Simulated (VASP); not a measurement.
# CuW2 (P6_422) in VASP: a series of runs, part 2 of 2

VASP 6.6.1.

## (3) Single point, PBE

This run uses another cell than the first one, of 14.98 Å³/atom.

Input file INCAR:

```
SYSTEM = CuW2
  PREC = Accurate
  ENCUT = 520
  EDIFF = 1E-7
  ISMEAR = 0
  SIGMA = 0.1
  LREAL = .FALSE.
  LASPH = .TRUE.
  NELM = 80
  ALGO = Fast
  ISIF = 2
  LWAVE = .FALSE.
  LCHARG = .FALSE.
  GGA = PE
  NBANDS = 68
```

Input file KPOINTS:

```
Automatic mesh
0
G
  6 6 4
  0 0 0
```

Input file POSCAR:

```
CuW2
1.0
    4.7375796354      0.0000000000      0.0000000000
   -2.3687898177      4.1028643167      0.0000000000
    0.0000000000      0.0000000000      6.9349289797
Cu W
3 6
Direct
    0.5000000000      0.0000000000      0.0000000000
    0.5000000000      0.5000000000      0.6666666667
    0.0000000000      0.5000000000      0.3333333333
    0.1637124445      0.3274248890      0.0000000000
    0.8362875555      0.1637124445      0.6666666667
    0.6725751110      0.8362875555      0.3333333333
    0.8362875555      0.6725751110      0.0000000000
    0.1637124445      0.8362875555      0.6666666667
    0.3274248890      0.1637124445      0.3333333333
```

Potentials or basis: VASP PAW PBE potentials, release 64 (Cu, W_sv).

Command:

```
$ cat potpaw_PBE.64/Cu/POTCAR potpaw_PBE.64/W_sv/POTCAR > POTCAR
$ mpirun -np 1 vasp_std > vasp.out
```

OUTCAR:

```text
SYSTEM = CuW2
   PREC = Accurate
   ENCUT = 520
   EDIFF = 1E-7
   ISMEAR = 0
   LREAL = .FALSE.
   LASPH = .TRUE.
   NELM = 80
   ISIF = 2
   GGA = PE

 ion  position               nearest neighbor table
   1  0.500  0.000  0.000-   5 2.69   6 2.69   8 2.69   9 2.69   7 2.72   4 2.72   4 2.72   7 2.72
                             4 2.76   7 2.76
   2  0.500  0.500  0.667-   4 2.69   7 2.69   6 2.69   9 2.69   5 2.72   8 2.72   8 2.72   5 2.72
                             8 2.76   5 2.76
   3  0.000  0.500  0.333-   4 2.69   7 2.69   5 2.69   8 2.69   9 2.72   6 2.72   9 2.72   6 2.72
                             6 2.76   9 2.76
   4  0.164  0.327  0.000-   5 2.67   9 2.67   7 2.69   3 2.69   2 2.69   1 2.72   1 2.72   1 2.76
                             7 2.76   7 2.76   8 3.28   6 3.28   6 3.34   8 3.34
   5  0.836  0.164  0.667-   4 2.67   6 2.67   8 2.69   1 2.69   3 2.69   2 2.72   2 2.72   2 2.76
                             8 2.76   8 2.76   7 3.28   9 3.28   7 3.34   9 3.34
   6  0.673  0.836  0.333-   7 2.67   5 2.67   9 2.69   1 2.69   2 2.69   3 2.72   3 2.72   3 2.76
                             9 2.76   9 2.76   4 3.28   8 3.28   4 3.34   8 3.34
   7  0.836  0.673  0.000-   6 2.67   8 2.67   4 2.69   2 2.69   3 2.69   1 2.72   1 2.72   1 2.76
[... 216 lines left out ...]
      4     -63.9645      2.00000
      5     -63.9645      2.00000
      6     -63.9116      2.00000
[... 1480 lines left out ...]
     67      12.1488      0.00000
     68      12.1514      0.00000

------------------------ aborting loop because EDIFF is reached ----------------------------------------

  FORCE on cell =-STRESS in cart. coord.  units (eV):
  Direction    XX          YY          ZZ          XY          YZ          ZX
  --------------------------------------------------------------------------------------
  -------------------------------------------------------------------------------------
  Total        0.4302436      0.4302436      0.6314452      0.0000000      0.0000000      0.0000000
  in kB        5.1137482      5.1137482      7.5051698      0.0000000      0.0000000      0.0000000
  external PRESSURE =       5.9108887 kB  Pullay stress =       0.0000000 kB

 VOLUME and BASIS-vectors are now :
 -----------------------------------------------------------------------------
  energy-cutoff  :      520.00
  volume of cell :      134.80
      direct lattice vectors                 reciprocal lattice vectors
     4.737579635  0.000000000  0.000000000     0.211078246  0.121866082  0.000000000
    -2.368789818  4.102864317  0.000000000     0.000000000  0.243732164  0.000000000
     0.000000000  0.000000000  6.934928980     0.000000000  0.000000000  0.144197583

 POSITION                                       TOTAL-FORCE (eV/Angst)
 -----------------------------------------------------------------------------------
      2.36879      0.00000      0.00000        -0.000000      0.000000     -0.000000
      1.18439      2.05143      4.62329        -0.000000      0.000000     -0.000000
     -1.18439      2.05143      2.31164        -0.000000      0.000000     -0.000000
      0.00000      1.34338      0.00000        -0.000000     -0.015447      0.000000
      3.57418      0.67169      4.62329         0.013378     -0.007724      0.000000
      1.20539      3.43117      2.31164         0.013378      0.007724      0.000000
      2.36879      2.75948      0.00000        -0.000000      0.015447     -0.000000
     -1.20539      3.43117      4.62329        -0.013378      0.007724      0.000000
      1.16340      0.67169      2.31164        -0.013378     -0.007724     -0.000000
 -----------------------------------------------------------------------------------
    total drift:                               -0.000000      0.000000     -0.000001

  FREE ENERGIE OF THE ION-ELECTRON SYSTEM (eV)
  ---------------------------------------------------
  free  energy   TOTEN  =       -85.3745693232 eV

  energy  without entropy=      -85.3439993639  energy(sigma->0) =      -85.35928434
```

stdout:

```text
POSCAR found type information on POSCAR CuW
 POSCAR found :  2 types and       9 ions
 scaLAPACK will be used
 LDA part: xc-table for (Slater+PW92), standard interpolation
 POSCAR, INCAR and KPOINTS ok, starting setup
 FFT: planning ... GRIDC
 FFT: planning ... GRID_SOFT
 FFT: planning ... GRID
 WAVECAR not read
 entering main loop
```

It took 9.5 min on 1 thread of Intel Xeon Platinum 8488C (Sapphire Rapids), shared host; peak memory 0.33 GiB.

Results:

```yaml
Free_energy: -85.3746 eV
Pressure: 0.6 GPa
Largest_force: 0.015 eV/Å
Band_gap_on_the_k_mesh: zero (an odd number of electrons rules out a gap without spin polarisation)
```

Forces in eV/Å, atoms in the order of the input:
```
Cu   0.000  0.000  0.000
Cu   0.000  0.000  0.000
Cu   0.000  0.000  0.000
W    0.000 -0.015  0.000
W    0.013 -0.008  0.000
W    0.013  0.008  0.000
W    0.000  0.015  0.000
W   -0.013  0.008  0.000
W   -0.013 -0.008  0.000
```

Caveat: spin-orbit coupling is left out, which moves the levels of the heavy elements.

## (4) Single point, PBE

This run uses another cell than the first one, of 14.98 Å³/atom.

Input file INCAR:

```
ALGO     = Fast           # electronic algorithm
EDIFF    = 1E-6           # SCF threshold, eV
ENCUT    = 520            # plane-wave cutoff, eV
GGA      = PE             # functional
ISIF     = 2              # what is computed and relaxed
ISMEAR   = 0              # smearing method
LASPH    = T              # aspherical terms in the spheres
LCHARG   = F              # write CHGCAR
LREAL    = F              # projectors in reciprocal space
LWAVE    = F              # write WAVECAR
NBANDS   = 68             # bands
NELM     = 60             # most SCF steps
PREC     = Accurate       # precision mode
SIGMA    = 0.1            # smearing width, eV
```

Input file KPOINTS:

```
k-points
0
Gamma
  9 9 6
```

Input file POSCAR:

```
CuW2
1.0
    4.7381718219      0.0000000000      0.0000000000
   -2.3690859109      4.1033771653      0.0000000000
    0.0000000000      0.0000000000      6.9348082802
Cu W
3 6
Direct
    0.5000000000      0.0000000000      0.0000000000
    0.5000000000      0.5000000000      0.6666666667
    0.0000000000      0.5000000000      0.3333333333
    0.1635900499      0.3271800998      0.0000000000
    0.8364099501      0.1635900499      0.6666666667
    0.6728199002      0.8364099501      0.3333333333
    0.8364099501      0.6728199002      0.0000000000
    0.1635900499      0.8364099501      0.6666666667
    0.3271800998      0.1635900499      0.3333333333
```

Command:

```
$ cat potpaw_PBE.64/Cu/POTCAR potpaw_PBE.64/W_sv/POTCAR > POTCAR
$ mpirun -np 1 vasp_std > vasp.out
```

It took 16 min on 1 thread of Intel Xeon Platinum 8488C (Sapphire Rapids), shared host; peak memory 0.46 GiB.

The run converged. Its results:

- Free energy: -85.3683 eV
- Pressure: 0.5 GPa
- Band gap on the k mesh: zero (an odd number of electrons rules out a gap without spin polarisation)

Stress tensor (GPa, compression positive):
```
0.45 0.00 0.00
0.00 0.45 0.00
0.00 0.00 0.63
```

Levels at points of the mesh, in eV from the Fermi level:
| k point | band 56 | band 57 | band 58 | band 59 | band 60 | band 61 |
| --- | --- | --- | --- | --- | --- | --- |
| (0.00, 0.00, 0.00) | -0.84 | -0.31 | -0.31 | -0.19 | 0.66 | 0.66 |
| (0.00, 0.00, 0.50) | -0.58 | -0.12 | 0.05 | 0.05 | 0.49 | 0.61 |

Caveat: spin-orbit coupling is left out, which moves the levels of the heavy elements.

## (5) Summary

```csv
cell,k mesh,further INCAR settings,gap on the mesh (eV),pressure (GPa),largest force (eV/Å)
"a = 4.697, b = 4.697, c = 6.548 Å, angles 90.0, 90.0, 120.0°, 9 atoms, atomic positions A",6 × 6 × 4,ALGO = Fast; EDIFF = 1e-06; NBANDS = 68,none,23.0,0.43
"a = 4.738, b = 4.738, c = 6.935 Å, angles 90.0, 90.0, 120.0°, 9 atoms, atomic positions B",6 × 6 × 4,ALGO = Fast; EDIFF = 1e-07; NBANDS = 68,none,0.6,0.02
"a = 4.738, b = 4.738, c = 6.935 Å, angles 90.0, 90.0, 120.0°, 9 atoms, atomic positions C",9 × 9 × 6,ALGO = Fast; EDIFF = 1e-06; NBANDS = 68,none,0.5,-
```

Alike in all rows: task single point; level PBE; potentials or basis VASP PAW PBE potentials, release 64 (Cu, W_sv); no spin polarisation; cutoff (eV) 520; smearing gaussian 0.1 eV.

Caveats: spin-orbit coupling is left out, which moves the levels of the heavy elements; the stress differs along the axes, from 17 to 35 GPa (at least some runs).

Absolute energies hang on the potentials; compare differences alone.
